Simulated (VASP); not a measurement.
# TiH5 (P6/mmm) in VASP: single point with PBE

Aim: the single point of TiH5 with PBE.

Program: VASP 6.6.1. These are calculated values, not measurements. Logs are shortened: lines on timing, memory, paths and dates and some standing lists are left out, and cuts for length are marked.

## Step 1: The cell of the first run

The structure is hexagonal, space group P6/mmm (No. 191). Conventional cell: a = 3.354 Å, b = 3.354 Å, c = 2.925 Å, α = 90.00°, β = 90.00°, γ = 120.00°. Within 2.6 Å of Ti (site symmetry 6/mmm) lie 18 H at 1.94 to 2.23 Å. H (site symmetry -6m2) has 9 H at 1.75 to 1.94 Å and 3 Ti at 1.94 Å within 2.3 Å. Within 2.3 Å of H (site symmetry mmm) lie 8 H at 1.68 to 1.75 Å and 4 Ti at 2.23 Å.

## Step 2: Single point, PBE

POSCAR reads:

```
TiH5
1.0
    3.3538230210      0.0000000000      0.0000000000
   -1.6769115105      2.9044959360      0.0000000000
    0.0000000000      0.0000000000      2.9251267771
Ti H
1 5
Direct
    0.0000000000      0.0000000000      0.0000000000
    0.3333333333      0.6666666667      0.0000000000
    0.6666666667      0.3333333333      0.0000000000
    0.5000000000      0.0000000000      0.5000000000
    0.5000000000      0.5000000000      0.5000000000
    0.0000000000      0.5000000000      0.5000000000
```

INCAR.step1 reads:

```
SYSTEM = TiH5
PREC = Accurate
ENCUT = 520
EDIFF = 1E-7
ISMEAR = 0
SIGMA = 0.1
LREAL = .False.
LASPH = .True.
NELM = 60
ALGO = Normal
ISIF = 2
LWAVE = .False.
LCHARG = .True.
LMAXMIX = 4
GGA = PE
NBANDS = 18
```

KPOINTS.step1 reads:

```
Automatic mesh
0
Gamma
  12 12 12
  0 0 0
```

INCAR.step2 reads:

```
SYSTEM = TiH5
PREC = Accurate
ENCUT = 520
EDIFF = 1E-7
ISMEAR = -5
SIGMA = 0.1
LREAL = .False.
LASPH = .True.
NELM = 60
ALGO = Normal
ISIF = 2
LWAVE = .False.
LCHARG = .False.
LMAXMIX = 4
GGA = PE
LORBIT = 10
NEDOS = 1001
ICHARG = 11
```

KPOINTS.step2 reads:

```
Automatic mesh
0
Gamma
  18 18 18
  0 0 0
```

Potentials or basis: VASP PAW PBE potentials, release 64 (Ti_sv, H).

Command:

```console
> cat potpaw_PBE.64/Ti_sv/POTCAR potpaw_PBE.64/H/POTCAR > POTCAR
> cp INCAR.step1 INCAR
> cp KPOINTS.step1 KPOINTS
> mpirun -np 1 vasp_std > vasp.out
> cp INCAR.step2 INCAR
> cp KPOINTS.step2 KPOINTS
> mpirun -np 1 vasp_std > vasp.out
```

OUTCAR:

```text
SYSTEM = TiH5
   PREC = Accurate
   ENCUT = 520
   EDIFF = 1E-7
   ISMEAR = -5
   LREAL = .False.
   LASPH = .True.
   NELM = 60
   ISIF = 2
   GGA = PE
   LORBIT = 10
   ICHARG = 11

 ion  position               nearest neighbor table
   1  0.000  0.000  0.000-
   2  0.333  0.667  0.000-
   3  0.667  0.333  0.000-
   4  0.500  0.000  0.500-
   5  0.500  0.500  0.500-
   6  0.000  0.500  0.500-

  LATTYP: Found a hexagonal cell.
 ALAT       =     3.3538230210
 C/A-ratio  =     0.8721768438

  Lattice vectors:

 A1 = (   3.3538230210,   0.0000000000,   0.0000000000)
 A2 = (  -1.6769115105,   2.9044959360,   0.0000000000)
 A3 = (   0.0000000000,   0.0000000000,   2.9251267771)

Analysis of symmetry for initial positions (statically):
=====================================================================
 Subroutine PRICEL returns:
 Original cell was already a primitive cell.

 Routine SETGRP: Setting up the symmetry group for a
 hexagonal supercell.

 Subroutine GETGRP returns: Found 24 space group operations
 (whereof 24 operations were pure point group operations)
 out of a pool of 24 trial point group operations.

The static configuration has the point symmetry D_6h.

Analysis of symmetry for dynamics (positions and initial velocities):
=====================================================================
 Subroutine PRICEL returns:
 Original cell was already a primitive cell.

 Routine SETGRP: Setting up the symmetry group for a
 hexagonal supercell.

 Subroutine GETGRP returns: Found 24 space group operations
 (whereof 24 operations were pure point group operations)
 out of a pool of 24 trial point group operations.

The dynamic configuration has the point symmetry D_6h.

 Subroutine INISYM returns: Found 24 space group operations
 (whereof 24 operations are pure point group operations),
 and found     1 'primitive' translations

----------------------------------------------------------------------------------------

                                     Primitive cell

  volume of cell :      28.4941

  direct lattice vectors                    reciprocal lattice vectors
     3.353823021  0.000000000  0.000000000     0.298167194  0.172146910  0.000000000
    -1.676911511  2.904495936  0.000000000     0.000000000  0.344293820  0.000000000
     0.000000000  0.000000000  2.925126777     0.000000000  0.000000000  0.341865525

  length of vectors
     3.353823021  3.353823021  2.925126777     0.344293820  0.344293820  0.341865525

  position of ions in fractional coordinates (direct lattice)
     0.000000000  0.000000000  0.000000000
     0.333333333  0.666666667  0.000000000
     0.666666667  0.333333333  0.000000000
     0.500000000  0.000000000  0.500000000
     0.500000000  0.500000000  0.500000000
     1.000000000  0.500000000  0.500000000

  ion indices of the primitive-cell ions
   primitive index   ion index
                 1           1
                 2           2
                 3           3
                 4           4
                 5           5
                 6           6

----------------------------------------------------------------------------------------

 KPOINTS: Automatic mesh

Automatic generation of k-mesh.
 Grid dimensions read from file:
 generate k-points for:   18   18   18

 Generating k-lattice:

  Cartesian coordinates                     Fractional coordinates (reciprocal lattice)
     0.016564844  0.009563717  0.000000000     0.055555556 -0.000000000  0.000000000
     0.000000000  0.019127434  0.000000000     0.000000000  0.055555556  0.000000000
     0.000000000  0.000000000  0.018992529     0.000000000  0.000000000  0.055555556

  Length of vectors
     0.019127434  0.019127434  0.018992529

  Shift w.r.t. Gamma in fractional coordinates (k-lattice)
     0.000000000  0.000000000  0.000000000

 TETIRR: Found   5931 inequivalent tetrahedra from    34992

 Subroutine IBZKPT returns following result:
 ===========================================

 Found    370 irreducible k-points:

 Following reciprocal coordinates:
            Coordinates               Weight
  0.000000  0.000000  0.000000      1.000000
  0.055556  0.000000  0.000000      6.000000
  0.111111  0.000000  0.000000      6.000000
  0.166667  0.000000  0.000000      6.000000
  0.222222  0.000000  0.000000      6.000000
  0.277778  0.000000  0.000000      6.000000
[... 16 lines left out ...]
  0.333333  0.111111  0.000000     12.000000
  0.388889  0.111111  0.000000     12.000000
 [... further k-points ...]
   k-points           NKPTS =    370   k-points in BZ     NKDIM =    370   number of bands    NBANDS=     12
   number of dos      NEDOS =   1001   number of ions     NIONS =      6
   total plane-waves  NPLWV =  18816
   dimension x,y,z NGX =    28 NGY =   28 NGZ =   24
   dimension x,y,z NGXF=    56 NGYF=   56 NGZF=   48
   ions per type =               1   5
   NGX,Y,Z   is equivalent  to a cutoff of  13.88, 13.88, 13.64 a.u.
   NGXF,Y,Z  is equivalent  to a cutoff of  27.76, 27.76, 27.28 a.u.
 SYSTEM =  TiH5
   PREC   = accura    normal or accurate (medium, high low for compatibility)
   ISTART =      0    job   : 0-new  1-cont  2-samecut
   ICHARG =     11    charge: 1-file 2-atom 10-const
   ISPIN  =      1    spin polarized calculation?
   LNONCOLLINEAR =      F non collinear calculations
   LSORBIT =      F    spin-orbit coupling
   LASPH  =      T    aspherical Exc in radial PAW
   ENCUT  =  520.0 eV  38.22 Ry    6.18 a.u.   6.24  6.24  5.44*2*pi/ulx,y,z
   NELM   =     60;   NELMIN=  2; NELMDL=  0     # of ELM steps
   EDIFF  = 0.1E-06   stopping-criterion for ELM
   LREAL  =      F    real-space projection
   EDIFFG = 0.1E-05   stopping-criterion for IOM
   NSW    =      0    number of steps for IOM
   IBRION =     -1    ionic relax: 0-MD 1-quasi-New 2-CG
   NFREE  =      0    steps in history (QN), initial steepest desc. (CG)
   ISIF   =      2    stress and relaxation
   ISYM   =      2    0-nonsym 1-usesym 2-fastsym
   POTIM  = 0.5000    time-step for ionic-motion
   TEBEG  =    0.0;   TEEND  =   0.0 temperature during run
   PSTRESS=    0.0 pullay stress
   NELECT =      17.0000    total number of electrons
   NUPDOWN=      -1.0000    fix difference up-down
   EMIN   =  10.00;   EMAX   =-10.00  energy-range for DOS
   EFERMI =   0.00;   METHOD = LEGACY
   ISMEAR =    -5;   SIGMA  =   0.10  broadening in eV -4-tet -1-fermi 0-gaus
   EFERMI_NEDOS =   21; number of points for ismear=-14 and -15
   IALGO  =     38    algorithm
   IMIX   =      4    mixing-type and parameters
     AMIX     =   0.40;   BMIX     =  1.00
     AMIX_MAG =   1.60;   BMIX_MAG =  1.00
  volume/ion in A,a.u.               =       4.75        32.05
  Fermi-wavevector in a.u.,A,eV,Ry     =   1.378180  2.604383 25.842634  1.899380
  Thomas-Fermi vector in A             =   2.503265
   LORBIT       =     10    0 simple, 1 ext, 2 COOP (PROOUT), +10 PAW based schemes
   GGA     = PE    functional components
   LHFCALC =     F    Hartree Fock is set to
   AEXX    =    0.0000 exact exchange contribution
   IVDW    =     0    specifies the selected vdW correction
   LEPSILON=     F    determine dielectric tensor
   LRPA    =     F    only Hartree local field effects (RPA)
 non-spin polarized calculation
 Fermi weights with tetrahedron method with Bloechl corrections
  energy-cutoff  :      520.00
  volume of cell :       28.49
 maximum number of plane-waves:       803
 NGX is ok and might be reduce to    28

 number of electron      17.0000003 magnetization

 Free energy of the ion-electron system (eV)
  ---------------------------------------------------
  ext. energy  EPLUGINS =         0.00000000
  ---------------------------------------------------
  free energy    TOTEN  =       -22.63101961 eV

  energy without entropy =      -22.63101961  energy(sigma->0) =      -22.63101961

 E-fermi :   6.4217     XC(G=0): -11.8178

 val. band max:        6.5779191091   @ k =   0.0000   0.0000   0.4444
 cond. band min:       6.4166047168   @ k =   0.3889   0.2222   0.1111
 fundamental gap:     -0.1613143922
 Fermi energy:         6.4217074187

 k-point     1 :       0.0000    0.0000    0.0000
  band No.  band energies     occupation
      1     -50.4426      2.00000
      2     -26.6740      2.00000
      3     -26.6740      2.00000
      4     -26.4501      2.00000
      5      -6.3088      2.00000
      6       3.4579      2.00000
      7       4.7339      2.00000
      8       4.7339      2.00000
      9       6.6376      0.00000
     10       8.8512      0.00000
     11       8.8512      0.00000
     12      12.0747      0.00000

 k-point     2 :       0.0556    0.0000    0.0000
  band No.  band energies     occupation
      1     -50.4421      2.00000
      2     -26.6800      2.00000
      3     -26.6752      2.00000
      4     -26.4497      2.00000
      5      -6.2509      2.00000
      6       3.4977      2.00000
      7       4.2343      2.00000
      8       4.7734      2.00000
      9       7.1886      0.00000
     10       8.8026      0.00000
     11       8.8446      0.00000
     12      11.9952      0.00000
[... 301 lines left out ...]
 k-point    23 :       0.3333    0.1111    0.0000
  band No.  band energies     occupation
      1     -50.4258      2.00000
      2     -26.8418      2.00000
      3     -26.7229      2.00000
      4     -26.4362      2.00000
      5      -3.6963      2.00000
      6      -0.8151      2.00000
      7       4.3935      2.00000
      8       6.2443      2.04329
      9       7.8202      0.00000
     10       8.5752      0.00000
     11       8.5899      0.00000
     12       8.8574      0.00000

 k-point    24 :       0.3889    0.1111    0.0000
  band No.  band energies     occupation
      1     -50.4243      2.00000
      2     -26.8561      2.00000
      3     -26.7276      2.00000
      4     -26.4349      2.00000
      5      -3.1239      2.00000
      6      -1.4373      2.00000
      7       4.3513      2.00000
      8       6.6095     -0.01089
      9       7.7536      0.00000
     10       8.2716      0.00000
     11       8.5489      0.00000
     12       8.7498      0.00000

 [... further k-points ...]
[... 5 lines left out ...]
  --------------------------------------------------------------------------------------
  -------------------------------------------------------------------------------------
  Total       -0.0883424     -0.0883424     -0.0678096      0.0000000      0.0000000      0.0000000
  in kB       -4.9673455     -4.9673455     -3.8128212      0.0000000      0.0000000      0.0000000
  external PRESSURE =      -4.5825040 kB  Pullay stress =       0.0000000 kB

 VOLUME and BASIS-vectors are now :
 -----------------------------------------------------------------------------
  energy-cutoff  :      520.00
  volume of cell :       28.49
      direct lattice vectors                 reciprocal lattice vectors
     3.353823021  0.000000000  0.000000000     0.298167194  0.172146910  0.000000000
    -1.676911511  2.904495936  0.000000000     0.000000000  0.344293820  0.000000000
     0.000000000  0.000000000  2.925126777     0.000000000  0.000000000  0.341865525

 POSITION                                       TOTAL-FORCE (eV/Angst)
 -----------------------------------------------------------------------------------
      0.00000      0.00000      0.00000         0.000000      0.000000     -0.000000
     -0.00000      1.93633      0.00000        -0.000000      0.000000     -0.000000
      1.67691      0.96817      0.00000         0.000000     -0.000000      0.000000
      1.67691      0.00000      1.46256         0.000000      0.000000     -0.000000
      0.83846      1.45225      1.46256         0.000000      0.000000     -0.000000
     -0.83846      1.45225      1.46256         0.000000      0.000000     -0.000000
 -----------------------------------------------------------------------------------
    total drift:                               -0.000000      0.000000      0.000000

  FREE ENERGIE OF THE ION-ELECTRON SYSTEM (eV)
  ---------------------------------------------------
  free  energy   TOTEN  =       -22.6310196056 eV

  energy  without entropy=      -22.6310196056  energy(sigma->0) =      -22.63101961

 total charge

# of ion       s       p       d       tot
------------------------------------------
    1        2.162   6.160   1.964  10.286
    2        0.511   0.021   0.000   0.532
    3        0.511   0.021   0.000   0.532
    4        0.452   0.021   0.000   0.474
    5        0.452   0.021   0.000   0.474
    6        0.452   0.021   0.000   0.474
--------------------------------------------------
tot          4.542   6.265   1.964  12.771
```

Run time: 66 s. Hardware: 1 thread of Intel Xeon 6975P-C (Granite Rapids), shared host; peak memory 0.25 GiB.

What came out:

```yaml
Valence_electrons_inside_the_program's_atomic_spheres: Ti 10.29; H 0.53, 0.47 (each value once)
```
